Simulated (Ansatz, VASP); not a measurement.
Bi in VASP and in Ansatz

```
Bi
1.0
     5.11825    0.00000    0.00000
     0.00000    4.51970    0.00000
     0.00000    0.00000   29.35979
Bi
4
Direct
  0.04808 0.00000 0.37387
  0.45192 0.50000 0.37387
  0.54808 0.50000 0.27328
  0.95192 0.00000 0.27328
```

Alike in both runs: task single point; functional LDA; k mesh 6 × 6 × 1; no spin polarisation.

|  | VASP | Ansatz |
| --- | --- | --- |
| version | VASP 6.6.1 | Ansatz 0.2.0 |
| potentials or method | VASP PAW LDA potentials, release 64 (Bi_d) | plane waves, PAW |
| plane-wave cutoff (eV) | 520 | 420 |
| occupations | gaussian, width 0.01 eV | fixed |
| valence electrons in the cell | 60 | 60 |

```tsv
	VASP	Ansatz	Ansatz less VASP
gap on the k mesh at the Fermi level (eV)	0.52	0.53	+0.007
rms of the force components (eV/Å)	0.101	0.115	+0.0145
```

LDA's correlation is that of Perdew and Zunger in VASP and of Perdew and Wang (1992) in Ansatz. Atom by atom the forces differ by 0.018 eV/Å (rms over components).

Neither program's run includes spin-orbit coupling.
